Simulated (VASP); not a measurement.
A run of VASP 6.6.1:

Contents of INCAR:

```
SYSTEM = Cu
PREC = Accurate
ENCUT = 520
EDIFF = 1E-7
ISMEAR = -1
SIGMA = 0.1
LREAL = .FALSE.
LASPH = .TRUE.
NELM = 60
ALGO = Normal
ISIF = 2
LWAVE = .FALSE.
LCHARG = .FALSE.
GGA = PE
NBANDS = 12
```

File KPOINTS:

```
Automatic mesh
0
G
  4 4 4
  0 0 0
```

The input POSCAR:

```
Cu
1.0
    0.0000000000      1.8075000000      1.8075000000
    1.8075000000      0.0000000000      1.8075000000
    1.8075000000      1.8075000000      0.0000000000
Cu
1
Direct
    0.0000000000      0.0000000000      0.0000000000
```

Potentials or basis: VASP PAW PBE potentials, release 64 (Cu).

The run is started by

```bash
$ cat potpaw_PBE.64/Cu/POTCAR > POTCAR
$ mpirun -np 1 vasp_std > vasp.out
```

Hardware: 1 thread of Intel(R) Xeon(R) Platinum 8259CL CPU @ 2.50GHz (Skylake/Cascade Lake) (shared host).

**Question.** Estimate the wall time of this run.

**Answer.** Run time: 5 s on 1 thread of Intel(R) Xeon(R) Platinum 8259CL CPU @ 2.50GHz (Skylake/Cascade Lake), on a shared host, peak memory 0.11 GiB. Counts: scf iterations 13, k points 8.
